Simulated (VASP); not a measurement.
Runs of VASP 6.6.1 on MgO. The structure is that of space group F-43m (No. 216), or close to it. The cells are those of the table. 

```csv
level,cell,k mesh,cutoff (eV),smearing,gap on the mesh (eV),pressure (GPa)
PBE,"a = 3.243 Å, angles 60.0°, 2 atoms",10 × 10 × 10,520,fermi-dirac 0.02 eV,3.56,1.6
PBE,"a = 3.243 Å, angles 60.0°, 2 atoms",6 × 6 × 6,520,gaussian 0.01 eV,3.56,1.6
r2SCAN,"a = 3.243 Å, angles 60.0°, 2 atoms",10 × 10 × 10,520,gaussian 0.01 eV,4.23,-2.4
PBE,"a = 3.227, b = 3.227, c = 3.276 Å, angles 59.5, 59.5, 59.0°, 2 atoms",6 × 6 × 6,520,gaussian 0.01 eV,3.55,(b)
PBE,"a = 3.227 Å, angles 60.0°, 2 atoms",6 × 6 × 6,600,gaussian 0.01 eV,3.64,(a)
```

Alike in all rows: task single point; potentials or basis VASP PAW PBE potentials, release 64 (Mg, O); no spin polarisation.

Q: Fill in the values left out.

A: (a) 3.3; (b) 3.5.

Caveats: the PAW data sets were made with another functional, which shifts forces and pressure a little (some runs).

